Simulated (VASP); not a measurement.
# Si3Mo (Pm-3n) in VASP: notebook

Runs on Si3Mo. Level: PBE. Tasks: single point.

All numbers are computed with VASP 6.6.1; they aren't measurements. Logs are shortened: lines on timing, memory, paths and dates and some standing lists are left out, and cuts for length are marked.

### Step 1. The cell of the first run

Symmetry: Pm-3n, No. 223, cubic system. Conventional cell: a = 4.814 Å, b = 4.814 Å, c = 4.814 Å, α = 90.00°, β = 90.00°, γ = 90.00°. Within 3.2 Å of Si (site symmetry -4m2) lie 10 Si at 2.41 to 2.95 Å and 4 Mo at 2.69 Å. Within 3.5 Å of Mo (site symmetry m-3) lie 12 Si at 2.69 Å.

### Step 2. Single point, PBE

INCAR reads:

```
PREC = Accurate ; ENCUT = 520
EDIFF = 1E-7 ; ISMEAR = 0
SIGMA = 0.1 ; LREAL = F
LASPH = T ; NELM = 60
ALGO = Normal ; ISIF = 2
LWAVE = F ; LCHARG = T
GGA = PE ; LELF = T
LVHAR = T ; NBANDS = 36
```

KPOINTS reads:

```
regular mesh
0
Gamma
  4 4 4
```

POSCAR reads:

```
Si3Mo
1.0
    4.8144356828      0.0000000000      0.0000000000
    0.0000000000      4.8144356828      0.0000000000
    0.0000000000      0.0000000000      4.8144356828
Si Mo
6 2
Direct
    0.2500000000      0.0000000000      0.5000000000
    0.5000000000      0.7500000000      0.0000000000
    0.7500000000      0.0000000000      0.5000000000
    0.5000000000      0.2500000000      0.0000000000
    0.0000000000      0.5000000000      0.7500000000
    0.0000000000      0.5000000000      0.2500000000
    0.0000000000      0.0000000000      0.0000000000
    0.5000000000      0.5000000000      0.5000000000
```

Potentials or basis: VASP PAW PBE potentials, release 64 (Si, Mo_sv).

On the command line:

```console
$ cat potpaw_PBE.64/Si/POTCAR potpaw_PBE.64/Mo_sv/POTCAR > POTCAR
$ mpirun -np 1 vasp_std > vasp.out
```

OUTCAR:

```text
PREC = Accurate
   ENCUT = 520
   EDIFF = 1E-7
   ISMEAR = 0
   LREAL = F
   LASPH = T
   NELM = 60
   ISIF = 2
   GGA = PE

 ion  position               nearest neighbor table
   1  0.250  0.000  0.500-   3 2.41   3 2.41   8 2.69   7 2.69   8 2.69   7 2.69   4 2.95   2 2.95
                             4 2.95   5 2.95   5 2.95   6 2.95   6 2.95   2 2.95
   2  0.500  0.750  0.000-   4 2.41   4 2.41   8 2.69   8 2.69   7 2.69   7 2.69   1 2.95   1 2.95
                             3 2.95   5 2.95   6 2.95   5 2.95   6 2.95   3 2.95
   3  0.750  0.000  0.500-   1 2.41   1 2.41   8 2.69   7 2.69   8 2.69   7 2.69   4 2.95   2 2.95
                             4 2.95   5 2.95   5 2.95   6 2.95   6 2.95   2 2.95
   4  0.500  0.250  0.000-   2 2.41   2 2.41   8 2.69   8 2.69   7 2.69   7 2.69   3 2.95   1 2.95
                             3 2.95   5 2.95   6 2.95   5 2.95   6 2.95   1 2.95
   5  0.000  0.500  0.750-   6 2.41   6 2.41   8 2.69   7 2.69   7 2.69   8 2.69   3 2.95   4 2.95
                             1 2.95   3 2.95   1 2.95   2 2.95   4 2.95   2 2.95
   6  0.000  0.500  0.250-   5 2.41   5 2.41   8 2.69   7 2.69   7 2.69   8 2.69   3 2.95   4 2.95
                             1 2.95   3 2.95   1 2.95   2 2.95   4 2.95   2 2.95
   7  0.000  0.000  0.000-   1 2.69   2 2.69   3 2.69   4 2.69   5 2.69   6 2.69   1 2.69   3 2.69
                             5 2.69   6 2.69   2 2.69   4 2.69
   8  0.500  0.500  0.500-   1 2.69   2 2.69   3 2.69   4 2.69   5 2.69   6 2.69   2 2.69   4 2.69
                             1 2.69   3 2.69   5 2.69   6 2.69

  LATTYP: Found a simple cubic cell.
 ALAT       =     4.8144356828

  Lattice vectors:

 A1 = (   4.8144356828,   0.0000000000,   0.0000000000)
 A2 = (   0.0000000000,   4.8144356828,   0.0000000000)
 A3 = (   0.0000000000,   0.0000000000,   4.8144356828)

Analysis of symmetry for initial positions (statically):
=====================================================================
 Subroutine PRICEL returns:
 Original cell was already a primitive cell.

 Routine SETGRP: Setting up the symmetry group for a
 simple cubic supercell.

 Subroutine GETGRP returns: Found 48 space group operations
 (whereof 24 operations were pure point group operations)
 out of a pool of 48 trial point group operations.

The static configuration has the point symmetry T_h .
 The point group associated with its full space group is O_h .

Analysis of symmetry for dynamics (positions and initial velocities):
=====================================================================
 Subroutine PRICEL returns:
 Original cell was already a primitive cell.

 Routine SETGRP: Setting up the symmetry group for a
 simple cubic supercell.

 Subroutine GETGRP returns: Found 48 space group operations
 (whereof 24 operations were pure point group operations)
 out of a pool of 48 trial point group operations.

The dynamic configuration has the point symmetry T_h .
 The point group associated with its full space group is O_h .

 Subroutine INISYM returns: Found 48 space group operations
 (whereof 24 operations are pure point group operations),
 and found     1 'primitive' translations

----------------------------------------------------------------------------------------

                                     Primitive cell

  volume of cell :     111.5928

  direct lattice vectors                    reciprocal lattice vectors
     4.814435683  0.000000000  0.000000000     0.207708663  0.000000000  0.000000000
     0.000000000  4.814435683  0.000000000     0.000000000  0.207708663  0.000000000
     0.000000000  0.000000000  4.814435683     0.000000000  0.000000000  0.207708663

  length of vectors
     4.814435683  4.814435683  4.814435683     0.207708663  0.207708663  0.207708663

  position of ions in fractional coordinates (direct lattice)
     0.250000000  0.000000000  0.500000000
     0.500000000  0.750000000  0.000000000
     0.750000000  0.000000000  0.500000000
     0.500000000  0.250000000  0.000000000
     0.000000000  0.500000000  0.750000000
     0.000000000  0.500000000  0.250000000
     0.000000000  0.000000000  0.000000000
     0.500000000  0.500000000  0.500000000

  ion indices of the primitive-cell ions
   primitive index   ion index
                 1           1
                 2           2
                 3           3
                 4           4
                 5           5
                 6           6
                 7           7
                 8           8

----------------------------------------------------------------------------------------

 KPOINTS: regular mesh

Automatic generation of k-mesh.
 Grid dimensions read from file:
 generate k-points for:    4    4    4

 Generating k-lattice:

  Cartesian coordinates                     Fractional coordinates (reciprocal lattice)
     0.051927166  0.000000000  0.000000000     0.250000000  0.000000000  0.000000000
     0.000000000  0.051927166  0.000000000     0.000000000  0.250000000  0.000000000
     0.000000000  0.000000000  0.051927166     0.000000000  0.000000000  0.250000000

  Length of vectors
     0.051927166  0.051927166  0.051927166

  Shift w.r.t. Gamma in fractional coordinates (k-lattice)
     0.000000000  0.000000000  0.000000000

 Subroutine IBZKPT returns following result:
 ===========================================

 Found     10 irreducible k-points:

 Following reciprocal coordinates:
            Coordinates               Weight
  0.000000  0.000000  0.000000      1.000000
  0.250000  0.000000  0.000000      6.000000
  0.500000  0.000000  0.000000      3.000000
  0.250000  0.250000  0.000000     12.000000
  0.500000  0.250000  0.000000     12.000000
  0.500000  0.500000  0.000000      3.000000
  0.250000  0.250000  0.250000      8.000000
  0.500000  0.250000  0.250000     12.000000
  0.500000  0.500000  0.250000      6.000000
  0.500000  0.500000  0.500000      1.000000
   k-points           NKPTS =     10   k-points in BZ     NKDIM =     10   number of bands    NBANDS=     36
   number of dos      NEDOS =    301   number of ions     NIONS =      8
   total plane-waves  NPLWV =  46656
   dimension x,y,z NGX =    36 NGY =   36 NGZ =   36
   dimension x,y,z NGXF=    72 NGYF=   72 NGZF=   72
   ions per type =               6   2
   NGX,Y,Z   is equivalent  to a cutoff of  12.43, 12.43, 12.43 a.u.
   NGXF,Y,Z  is equivalent  to a cutoff of  24.86, 24.86, 24.86 a.u.
 SYSTEM =  unknown system
   PREC   = accura    normal or accurate (medium, high low for compatibility)
   ISTART =      0    job   : 0-new  1-cont  2-samecut
   ICHARG =      2    charge: 1-file 2-atom 10-const
   ISPIN  =      1    spin polarized calculation?
   LNONCOLLINEAR =      F non collinear calculations
   LSORBIT =      F    spin-orbit coupling
   LASPH  =      T    aspherical Exc in radial PAW
   ENCUT  =  520.0 eV  38.22 Ry    6.18 a.u.   8.95  8.95  8.95*2*pi/ulx,y,z
   NELM   =     60;   NELMIN=  2; NELMDL= -5     # of ELM steps
   EDIFF  = 0.1E-06   stopping-criterion for ELM
   LREAL  =      F    real-space projection
   EDIFFG = 0.1E-05   stopping-criterion for IOM
   NSW    =      0    number of steps for IOM
   IBRION =     -1    ionic relax: 0-MD 1-quasi-New 2-CG
   NFREE  =      0    steps in history (QN), initial steepest desc. (CG)
   ISIF   =      2    stress and relaxation
   ISYM   =      2    0-nonsym 1-usesym 2-fastsym
   POTIM  = 0.5000    time-step for ionic-motion
   TEBEG  =    0.0;   TEEND  =   0.0 temperature during run
   PSTRESS=    0.0 pullay stress
   NELECT =      52.0000    total number of electrons
   NUPDOWN=      -1.0000    fix difference up-down
   EMIN   =  10.00;   EMAX   =-10.00  energy-range for DOS
   EFERMI =   0.00;   METHOD = LEGACY
   ISMEAR =     0;   SIGMA  =   0.10  broadening in eV -4-tet -1-fermi 0-gaus
   EFERMI_NEDOS =   21; number of points for ismear=-14 and -15
   IALGO  =     38    algorithm
   IMIX   =      4    mixing-type and parameters
     AMIX     =   0.40;   BMIX     =  1.00
     AMIX_MAG =   1.60;   BMIX_MAG =  1.00
  volume/ion in A,a.u.               =      13.95        94.13
  Fermi-wavevector in a.u.,A,eV,Ry     =   1.269201  2.398443 21.917248  1.610872
  Thomas-Fermi vector in A             =   2.402255
   LORBIT       =      0    0 simple, 1 ext, 2 COOP (PROOUT), +10 PAW based schemes
   GGA     = PE    functional components
   LHFCALC =     F    Hartree Fock is set to
   AEXX    =    0.0000 exact exchange contribution
   IVDW    =     0    specifies the selected vdW correction
   LEPSILON=     F    determine dielectric tensor
   LRPA    =     F    only Hartree local field effects (RPA)
 non-spin polarized calculation
 Gauss-broadening in eV      SIGMA  =   0.10
  energy-cutoff  :      520.00
  volume of cell :      111.59
 maximum number of plane-waves:      3024
 NGX is ok and might be reduce to    36
   NGX = 17   NGY = 17   NGZ = 17

 number of electron      52.0000010 magnetization

 Free energy of the ion-electron system (eV)
  ---------------------------------------------------
  ext. energy  EPLUGINS =         0.00000000
  ---------------------------------------------------
  free energy    TOTEN  =       -54.43237008 eV

  energy without entropy =      -54.41134408  energy(sigma->0) =      -54.42185708

 E-fermi :  11.1921     XC(G=0): -12.0089

 val. band max:       11.1689052776   @ k =   0.2500   0.0000   0.0000
 cond. band min:      11.2477321207   @ k =   0.5000   0.0000   0.0000
 fundamental gap:      0.0788268431
 Fermi energy:        11.1921493733

 k-point     1 :       0.0000    0.0000    0.0000
  band No.  band energies     occupation
      1     -49.0798      2.00000
      2     -49.0780      2.00000
      3     -23.2651      2.00000
      4     -23.2651      2.00000
      5     -23.2651      2.00000
      6     -23.2457      2.00000
[... 28 lines left out ...]
     35      17.0182      0.00000
     36      17.4398      0.00000

 k-point     2 :       0.2500    0.0000    0.0000
  band No.  band energies     occupation
      1     -49.0795      2.00000
      2     -49.0782      2.00000
      3     -23.2644      2.00000
      4     -23.2621      2.00000
      5     -23.2621      2.00000
      6     -23.2508      2.00000
[... 28 lines left out ...]
     35      15.6914      0.00000
     36      16.0424      0.00000

 k-point     3 :       0.5000    0.0000    0.0000
  band No.  band energies     occupation
      1     -49.0788      2.00000
      2     -49.0788      2.00000
      3     -23.2598      2.00000
      4     -23.2598      2.00000
      5     -23.2552      2.00000
      6     -23.2552      2.00000
[... 28 lines left out ...]
     35      15.5235      0.00000
     36      15.5235      0.00000

 k-point     4 :       0.2500    0.2500    0.0000
  band No.  band energies     occupation
      1     -49.0793      2.00000
      2     -49.0784      2.00000
      3     -23.2690      2.00000
      4     -23.2599      2.00000
      5     -23.2594      2.00000
      6     -23.2555      2.00000
[... 28 lines left out ...]
     35      15.5235      0.00000
     36      16.5720      0.00000

 k-point     5 :       0.5000    0.2500    0.0000
  band No.  band energies     occupation
      1     -49.0788      2.00000
      2     -49.0788      2.00000
      3     -23.2681      2.00000
      4     -23.2680      2.00000
      5     -23.2550      2.00000
      6     -23.2549      2.00000
[... 28 lines left out ...]
     35      16.0107      0.00000
     36      16.2027      0.00000

 k-point     6 :       0.5000    0.5000    0.0000
  band No.  band energies     occupation
      1     -49.0788      2.00000
      2     -49.0788      2.00000
      3     -23.2730      2.00000
      4     -23.2728      2.00000
      5     -23.2548      2.00000
      6     -23.2548      2.00000
[... 28 lines left out ...]
     35      15.3734      0.00000
     36      15.3734      0.00000

 k-point     7 :       0.2500    0.2500    0.2500
  band No.  band energies     occupation
      1     -49.0791      2.00000
      2     -49.0785      2.00000
      3     -23.2654      2.00000
      4     -23.2654      2.00000
      5     -23.2634      2.00000
      6     -23.2511      2.00000
[... 28 lines left out ...]
     35      15.2913      0.00000
     36      16.4416      0.00000

 k-point     8 :       0.5000    0.2500    0.2500
  band No.  band energies     occupation
      1     -49.0788      2.00000
      2     -49.0788      2.00000
      3     -23.2679      2.00000
      4     -23.2679      2.00000
      5     -23.2571      2.00000
      6     -23.2571      2.00000
[... 28 lines left out ...]
     35      15.7747      0.00000
     36      15.7747      0.00000

 k-point     9 :       0.5000    0.5000    0.2500
  band No.  band energies     occupation
      1     -49.0788      2.00000
      2     -49.0788      2.00000
      3     -23.2688      2.00000
      4     -23.2687      2.00000
      5     -23.2569      2.00000
      6     -23.2569      2.00000
[... 28 lines left out ...]
     35      15.8383      0.00000
     36      16.2052      0.00000

 k-point    10 :       0.5000    0.5000    0.5000
  band No.  band energies     occupation
      1     -49.0787      2.00000
      2     -49.0787      2.00000
      3     -23.2590      2.00000
      4     -23.2590      2.00000
      5     -23.2590      2.00000
      6     -23.2590      2.00000
[... 28 lines left out ...]
     35      15.0571      0.00000
     36      15.0571      0.00000

------------------------ aborting loop because EDIFF is reached ----------------------------------------

  FORCE on cell =-STRESS in cart. coord.  units (eV):
  Direction    XX          YY          ZZ          XY          YZ          ZX
  --------------------------------------------------------------------------------------
  -------------------------------------------------------------------------------------
  Total        0.0331581      0.0331581      0.0331581      0.0000000      0.0000000      0.0000000
  in kB        0.4760623      0.4760623      0.4760623      0.0000000      0.0000000      0.0000000
  external PRESSURE =       0.4760623 kB  Pullay stress =       0.0000000 kB

 VOLUME and BASIS-vectors are now :
 -----------------------------------------------------------------------------
  energy-cutoff  :      520.00
  volume of cell :      111.59
      direct lattice vectors                 reciprocal lattice vectors
     4.814435683  0.000000000  0.000000000     0.207708663  0.000000000  0.000000000
     0.000000000  4.814435683  0.000000000     0.000000000  0.207708663  0.000000000
     0.000000000  0.000000000  4.814435683     0.000000000  0.000000000  0.207708663

 POSITION                                       TOTAL-FORCE (eV/Angst)
 -----------------------------------------------------------------------------------
      1.20361      0.00000      2.40722        -0.000000      0.000000     -0.000000
      2.40722      3.61083      0.00000         0.000000     -0.000000     -0.000000
      3.61083      0.00000      2.40722         0.000000     -0.000000      0.000000
      2.40722      1.20361      0.00000         0.000000      0.000000      0.000000
      0.00000      2.40722      3.61083         0.000000      0.000000     -0.000000
      0.00000      2.40722      1.20361        -0.000000     -0.000000     -0.000000
      0.00000      0.00000      0.00000        -0.000000      0.000000     -0.000000
      2.40722      2.40722      2.40722        -0.000000      0.000000     -0.000000
 -----------------------------------------------------------------------------------
    total drift:                                0.000000      0.000000      0.000000

  FREE ENERGIE OF THE ION-ELECTRON SYSTEM (eV)
  ---------------------------------------------------
  free  energy   TOTEN  =       -54.4323700793 eV

  energy  without entropy=      -54.4113440801  energy(sigma->0) =      -54.42185708
```

It took 27 s on 1 thread of Intel Xeon Platinum 8375C at 2.90GHz (Ice Lake), shared host; peak memory 0.21 GiB.

What came out:

```yaml
Free_energy: -54.4324 eV
Pressure: 0.0 GPa
Band_gap_on_the_k_mesh: zero (band 26 reaches 11.25 eV, above the bottom of band 27 at 10.62 eV)
```

### Step 3. Single point, PBE

This run uses another cell than the first one, of 16.05 Å³/atom, 1.151 times its volume.

INCAR reads:

```
PREC     = Accurate       # precision mode
ENCUT    = 520            # plane-wave cutoff, eV
EDIFF    = 1E-7           # SCF threshold, eV
ISMEAR   = 0              # smearing method
SIGMA    = 0.1            # smearing width, eV
LREAL    = False          # projectors in reciprocal space
LASPH    = True           # aspherical terms in the spheres
NELM     = 60             # most SCF steps
ALGO     = Normal         # electronic algorithm
ISIF     = 2              # what is computed and relaxed
LWAVE    = False          # write WAVECAR
LCHARG   = False          # write CHGCAR
GGA      = PE             # functional
NBANDS   = 36             # bands
```

KPOINTS reads:

```
Automatic mesh
0
Gamma
  4 4 4
```

POSCAR: that of step 2 with these lines changed.

```diff
@@ -2,5 +2,5 @@
 1.0
-    4.8144356828      0.0000000000      0.0000000000
-    0.0000000000      4.8144356828      0.0000000000
-    0.0000000000      0.0000000000      4.8144356828
+    5.0452987400      0.0000000000      0.0000000000
+    0.0000000000      5.0452987400      0.0000000000
+    0.0000000000      0.0000000000      5.0452987400
 Si Mo
```

Potentials or basis: VASP PAW PBE potentials, release 64 (Si, Mo_sv).

On the command line:

```console
$ cat potpaw_PBE.64/Si/POTCAR potpaw_PBE.64/Mo_sv/POTCAR > POTCAR
$ mpirun -np 1 vasp_std > vasp.out
```

It took 35 s on 1 thread of Intel Xeon Platinum 8375C at 2.90GHz (Ice Lake), shared host; peak memory 0.25 GiB.

The run converged. Its results:

```yaml
Free_energy: -53.4294 eV
Pressure: -16.9 GPa
Band_gap_on_the_k_mesh: zero (band 26 reaches 9.36 eV, above the bottom of band 27 at 8.84 eV)
```

Levels at points of the mesh, in eV from the Fermi level:
| k point | band 23 | band 24 | band 25 | band 26 | band 27 | band 28 | band 29 | band 30 |
| --- | --- | --- | --- | --- | --- | --- | --- | --- |
| (0.00, 0.00, 0.00) | -1.96 | -0.74 | -0.74 | -0.74 | 0.96 | 0.96 | 0.96 | 1.89 |
| (0.50, 0.00, 0.00) | 0.03 | 0.03 | 0.06 | 0.06 | 1.49 | 1.49 | 1.53 | 1.53 |
| (0.50, 0.50, 0.00) | -0.70 | -0.70 | -0.26 | -0.13 | 0.73 | 1.24 | 2.41 | 2.46 |
| (0.50, 0.50, 0.50) | -0.76 | -0.76 | -0.76 | -0.76 | 1.89 | 1.89 | 1.89 | 1.89 |

(Part 1 of 2 ends here.)
